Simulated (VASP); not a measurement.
**GaP: single point with PBEsol**

GaP:

```
CELL_PARAMETERS angstrom
0.00000 2.89404 2.67101
2.67101 0.00000 2.67101
2.67101 2.89404 0.00000
ATOMIC_POSITIONS crystal
Ga 0.00000 0.00000 0.00000
P 0.75000 0.75000 0.75000
```

This cell differs from its parent crystal: volume 20.647 Å^3 an atom, c/a of the conventional cell 1.0835.

```yaml
Program: VASP 6.6.1
Task: single point
Functional: PBEsol
Potentials_or_basis: VASP PAW PBE potentials, release 64 (Ga_d, P)
Cutoff: 520 eV
k_mesh: 10 × 10 × 10
Occupations: gaussian, width 0.05 eV
Spin: no spin polarisation
```

```yaml
Pressure: -2.3 GPa
Band_gap_on_the_k_mesh: 1.13 eV, indirect (least direct gap 1.36 eV)
```

Stress tensor (GPa, compression positive):
```
 0.00  0.00  0.00
 0.00 -6.80  0.00
 0.00  0.00  0.00
```

Levels at points of the mesh, in eV from the valence-band top:
```
           k point  band 6  band 7  band 8  band 9  band 10  band 11  band 12  band 13
(0.00, 0.00, 0.00)  -12.53   -0.51    0.00    0.00     1.36     3.65     3.65     3.82
(0.50, 0.00, 0.00)  -10.50   -6.74   -1.60   -0.91     1.22     4.36     4.81     7.94
(0.50, 0.50, 0.00)   -9.50   -6.69   -2.99   -2.94     1.23     1.33     9.81     9.86
(0.50, 0.00, 0.50)   -9.86   -7.21   -2.42   -2.42     1.78     2.08    10.21    10.23
```

It took 66 s on 1 thread of Intel(R) Xeon(R) Platinum 8259CL CPU @ 2.50GHz (Skylake/Cascade Lake) (shared host), peak memory 0.21 GiB.

Caveat: the PAW data sets were made with another functional, which shifts forces and pressure a little. A k mesh can miss the band edges.
